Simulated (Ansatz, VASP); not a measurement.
**One calculation of Se, two programs**

The input INCAR:

```
ALGO = Normal
EDIFF = 1E-7
ENCUT = 520
GGA = RE
ISIF = 2
ISMEAR = -1
LASPH = True
LCHARG = False
LREAL = False
LWAVE = False
NBANDS = 16
NELM = 80
PREC = Accurate
SIGMA = 0.05
```

Contents of KPOINTS:

```
k-points
0
Gamma
  7 7 6
```

File POSCAR:

```
Se
1.0
    4.3662000000      0.0000000000      0.0000000000
   -2.1831000000      3.7812401180      0.0000000000
    0.0000000000      0.0000000000      4.9536000000
Se
3
Direct
    0.7746000000      0.7746000000      0.0000000000
    0.0000000000      0.2254000000      0.6666666667
    0.2254000000      0.0000000000      0.3333333333
```

Contents of input.yaml:

```yaml
crystal:
  lattice:
    - [4.3662, 0.0, 0.0]
    - [-2.1831, 3.781240118, 0.0]
    - [0.0, 0.0, 4.9536]
  atoms:
    - { symbol: Se, position: [0.7746, 0.7746, 0.0] }
    - { symbol: Se, position: [0.0, 0.2254, 0.6666666667] }
    - { symbol: Se, position: [0.2254, 0.0, 0.3333333333] }
hamiltonian:
  xc: revpbe
  pseudopotentials: { kind: paw }
kpoints:
  mp_grid: { grid: [7, 7, 6] }
  band_path:
    path:
      - [[0.0, 0.0, 0.0], [0.5, 0.0, 0.0], [0.3333333333, 0.3333333333, 0.0], [0.0, 0.0, 0.0], [0.0, 0.0, 0.5], [0.5, 0.0, 0.5], [0.3333333333, 0.3333333333, 0.5], [0.0, 0.0, 0.5]]
      - [[0.5, 0.0, 0.5], [0.5, 0.0, 0.0]]
      - [[0.3333333333, 0.3333333333, 0.0], [0.3333333333, 0.3333333333, 0.5]]
    npoints: 14
scf:
  occupations: { method: fermi_dirac, width: 0.05 }
  n_extra_bands: 7
output:
  forces: true
  stress: true
  eigenvalues: true
  fatbands: true
```

Alike in both runs: functional revPBE; k mesh 7 × 7 × 6; occupations fermi-dirac, width 0.05 eV; no spin polarisation.

```csv
,VASP,Ansatz
version,VASP 6.6.1,Ansatz 0.2.0
potentials or method,"VASP PAW PBE potentials, release 64 (Se)",Ansatz PAW
plane-wave cutoff (eV),520,420
valence electrons in the cell,18,48
task,single point,band structure
```

|  | VASP | Ansatz | Ansatz less VASP |
| --- | --- | --- | --- |
| gap on the k mesh at the Fermi level (eV) | 1.25 | 1.26 | +0.010 |
| least direct gap on the mesh (eV) | 1.50 | 1.51 | +0.011 |
| pressure (GPa) | 4.2 | 4.0 | -0.11 |
| traceless stress, the component that is largest in VASP (GPa) | 1.15 | 1.12 | -0.034 |
| rms of the force components (eV/Å) | 0.242 | 0.227 | -0.0156 |

VASP's potentials were made for PBE, not for revPBE. Atom by atom the forces differ by 0.016 eV/Å (rms over components). VASP's potentials hold 18 valence electrons a cell and Ansatz's 48, so a difference there can come from the potentials and not from the codes.

Noted on Ansatz's run: the k mesh misses the band edges, so the gap on the mesh is wider than the one along the path.
